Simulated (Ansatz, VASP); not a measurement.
Two plane-wave programs on TiSi16

```
CELL_PARAMETERS angstrom
0.00000 5.43000 5.43000
5.43000 0.00000 5.43000
5.43000 5.43000 0.00000
ATOMIC_POSITIONS crystal
Si 0.00119 0.99956 0.99986
Si 0.13298 0.12501 0.12529
Si 0.01126 0.99264 0.49827
Si 0.13290 0.12504 0.61721
Si 0.01130 0.49799 0.99291
Si 0.13295 0.61691 0.12531
Si 0.01124 0.49802 0.49829
Si 0.13368 0.62208 0.62235
Si 0.51488 0.00061 0.00088
Si 0.63857 0.12045 0.12067
Si 0.51474 0.00073 0.48399
Si 0.63824 0.12595 0.61806
Si 0.51482 0.48377 0.00094
Si 0.63828 0.61782 0.12622
Si 0.50411 0.49860 0.49887
Si 0.63821 0.61792 0.61811
Ti 0.38705 0.87096 0.87118
```

Alike in both runs: functional PBE; k mesh 2 × 2 × 2; occupations fermi-dirac, width 0.05 eV; no spin polarisation.

Ansatz relaxed the structure, and its values are those at the end. VASP's run is a single point on that final structure, the one shown.

|  | VASP | Ansatz |
| --- | --- | --- |
| version | VASP 6.6.1 | Ansatz 0.2.0 |
| potentials or method | VASP PAW PBE potentials, release 64 (Si, Ti_sv), cutoff 520 eV | scalar-relativistic, plane waves, PAW |
| valence electrons in the cell | 76 | 76 |

```csv
,VASP,Ansatz,Ansatz less VASP
rms of the force components (eV/Å),0.009,0.009,-0.0002
```

With one functional, cell and mesh, what is left measures potentials, basis and numerics.

The k mesh is coarse, so the values compare programs but aren't converged.
